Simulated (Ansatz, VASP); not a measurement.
**One calculation of ZnS, two programs**

```xyz
8
Lattice="-3.8455 0.0000 0.0000 -1.9227 -3.3303 0.0000 -4.3262 -2.4977 12.6107" Properties=species:S:1:pos:R:3 pbc="T T T"
Zn   -1.9227   -1.1101    8.2771
Zn   -1.9227   -1.1101    1.9718
Zn   -3.8455   -2.2202   11.4298
Zn   -3.8455   -2.2202    5.1245
S    -1.9227   -1.1101   10.6389
S    -1.9227   -1.1101    4.3335
S    -3.8455   -2.2202    1.1809
S    -3.8455   -2.2202    7.4862
```

Alike in both runs: task single point; functional PBE; k mesh 8 × 8 × 2; occupations gaussian, width 0.05 eV; no spin polarisation.

```csv
,VASP,Ansatz
version,VASP 6.6.1,Ansatz 0.2.0
potentials or method,"VASP PAW PBE potentials, release 64 (Zn, S), cutoff 520 eV","scalar-relativistic, plane waves, PAW"
valence electrons in the cell,72,72
```

|  | VASP | Ansatz | Ansatz less VASP |
| --- | --- | --- | --- |
| gap on the k mesh at the Fermi level (eV) | 1.32 | 1.32 | -0.002 |
| least direct gap on the mesh (eV) | 1.32 | 1.32 | -0.002 |
| pressure (GPa) | -0.1 | -0.3 | -0.14 |
| traceless stress, the component that is largest in VASP (GPa) | 1.80 | 1.82 | +0.022 |
| rms of the force components (eV/Å) | 0.194 | 0.193 | -0.0005 |

Atom by atom the forces differ by 0.004 eV/Å (rms over components).
